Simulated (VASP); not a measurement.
Set up this calculation in VASP 6.6.1, as the native input.

```yaml
Task: single point
Functional: LDA
Potentials_or_basis: VASP PAW LDA potentials, release 64 (Ca_sv, O_h)
Cutoff: 1340 eV
k_mesh: 8 × 8 × 8
Occupations: gaussian, width 0.1 eV
Spin: no spin polarisation
Dipole_correction: no
Further_INCAR_settings: ALGO = Normal; EDIFF = 1e-06; NBANDS = 15
```

The structure of CaO lies in POSCAR:

```
CaO
1.0
    0.0000000000      2.3557358099      2.3557358099
    2.3557358099      0.0000000000      2.3557358099
    2.3557358099      2.3557358099      0.0000000000
Ca O
1 1
Direct
    0.0000000000      0.0000000000      0.0000000000
    0.5000000000      0.5000000000      0.5000000000
```

One way to write it, as run:

INCAR

```
PREC     = Accurate       # precision mode
ENCUT    = 1340           # plane-wave cutoff, eV
EDIFF    = 1E-6           # SCF threshold, eV
ISMEAR   = 0              # smearing method
SIGMA    = 0.1            # smearing width, eV
LREAL    = False          # projectors in reciprocal space
LASPH    = True           # aspherical terms in the spheres
NELM     = 120            # most SCF steps
ALGO     = Normal         # electronic algorithm
ISIF     = 2              # what is computed and relaxed
LWAVE    = False          # write WAVECAR
LCHARG   = False          # write CHGCAR
NBANDS   = 15             # bands
GGA_COMPAT= False
```

KPOINTS

```
regular mesh
0
Gamma
  8 8 8
```

Potentials or basis: VASP PAW LDA potentials, release 64 (Ca_sv, O_h).

Run with:

```console
$ cat potpaw_LDA.64/Ca_sv/POTCAR potpaw_LDA.64/O_h/POTCAR > POTCAR
$ mpirun -np 1 vasp_std > vasp.out
```

It gave:

* Pressure: 0.6 GPa
* Band gap on the k mesh: 3.42 eV (least direct gap 3.78 eV)

Run time: 20 s on 1 thread of Intel(R) Xeon(R) 6975P-C (Granite Rapids), on a shared host, peak memory 0.22 GiB.
